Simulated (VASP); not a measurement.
## CaO: single point with LDA

Crystal: CaO.

```
CELL_PARAMETERS angstrom
0.01531 2.44900 2.44900
2.44900 0.01531 2.44900
2.46431 2.46431 0.00000
ATOMIC_POSITIONS crystal
Ca 0.00000 0.00000 0.00000
O 0.50000 0.50000 0.50000
```

This cell differs from its parent crystal: strain +0.0125 x Voigt [0, 0, 0, 0, 0, 1].

| Property | Result |
| --- | --- |
| Program | VASP 6.6.1 |
| Task | single point |
| Functional | LDA |
| Potentials or basis | VASP PAW LDA potentials, release 64 (Ca_sv, O) |
| Cutoff | 520 eV |
| k mesh | 8 × 8 × 8 |
| Occupations | gaussian, width 0.05 eV |
| Spin | no spin polarisation |
| Dipole correction | no |
| Further INCAR settings | ALGO = Normal; EDIFF = 1e-06; NBANDS = 15 |

* Pressure: -11.2 GPa
* Band gap on the k mesh: 3.46 eV, indirect (least direct gap 3.83 eV)

Stress tensor (GPa, compression positive):
```
-11.19  -0.96   0.00
 -0.96 -11.19   0.00
  0.00   0.00 -11.20
```

Levels at points of the mesh, in eV from the valence-band top:
| k point | band 6 | band 7 | band 8 | band 9 | band 10 | band 11 |
| --- | --- | --- | --- | --- | --- | --- |
| (0.00, 0.00, 0.00) | -0.04 | -0.02 | 0.00 | 4.10 | 5.89 | 5.95 |
| (0.50, 0.00, 0.00) | -2.60 | -1.19 | -1.14 | 6.69 | 7.87 | 7.96 |
| (0.50, 0.50, 0.00) | -1.35 | -0.44 | -0.38 | 3.46 | 7.58 | 8.53 |
| (0.00, 0.00, 0.50) | -2.60 | -1.15 | -1.10 | 6.66 | 7.88 | 7.92 |
| (0.50, 0.00, 0.50) | -1.35 | -0.41 | -0.41 | 3.46 | 7.58 | 8.53 |

Wall time 30 s on 1 thread of Intel(R) Xeon(R) Platinum 8124M CPU @ 3.00GHz (Skylake/Cascade Lake) (shared host), peak memory 0.17 GiB.

Caveat: the cell differs from its parent crystal (strain +0.0125 x Voigt [0, 0, 0, 0, 0, 1]). A k mesh can miss the band edges.
